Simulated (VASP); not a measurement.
Set up this calculation in VASP 6.6.1, as the native input.

```
Task                   : single point
Functional             : PBE
Dispersion             : D3(BJ)
Potentials or basis    : VASP PAW PBE potentials, release 64 (In_d, As)
Cutoff                 : 500 eV
k mesh                 : 6 × 6 × 6
Occupations            : gaussian, width 0.01 eV
Spin                   : no spin polarisation
Dipole correction      : no
Further INCAR settings : ALGO = Normal; EDIFF = 1e-06; NBANDS = 16
```

The structure of InAs lies in POSCAR:

```
InAs
1.0
    0.0000000000      2.9772112161      2.9772112161
    2.9772112161      0.0000000000      2.9772112161
    2.9772112161      2.9772112161      0.0000000000
In As
1 1
Direct
    0.0000000000      0.0000000000      0.0000000000
    0.2500000000      0.2500000000      0.2500000000
```

These files were run (other wordings do the same):

INCAR

```
SYSTEM = InAs
PREC = Accurate ; ENCUT = 500
EDIFF = 1E-6 ; ISMEAR = 0
SIGMA = 0.01 ; LREAL = .False.
LASPH = .True. ; NELM = 120
ALGO = Normal ; ISIF = 2
LWAVE = .False. ; LCHARG = .True.
GGA = PE ; IVDW = 12
LELF = .True. ; LVHAR = .True.
NBANDS = 16 ; GGA_COMPAT = .False.
```

KPOINTS

```
Automatic mesh
0
Gamma
  6 6 6
  0 0 0
```

Potentials or basis: VASP PAW PBE potentials, release 64 (In_d, As).

Command:

```sh
$ cat potpaw_PBE.64/In_d/POTCAR potpaw_PBE.64/As/POTCAR > POTCAR
$ mpirun -np 1 vasp_std > vasp.out
```

It gave:

```json
{"Pressure": "5.1 GPa", "Band gap on the k mesh": "0.04 eV, direct", "Dispersion energy per atom": "-0.340 eV"}
```

Caveat: spin-orbit coupling is left out, which moves the levels of the heavy elements.

Wall time 23 s on 1 thread of Intel Xeon 8259CL, with other jobs on the host, peak memory 0.18 GiB.
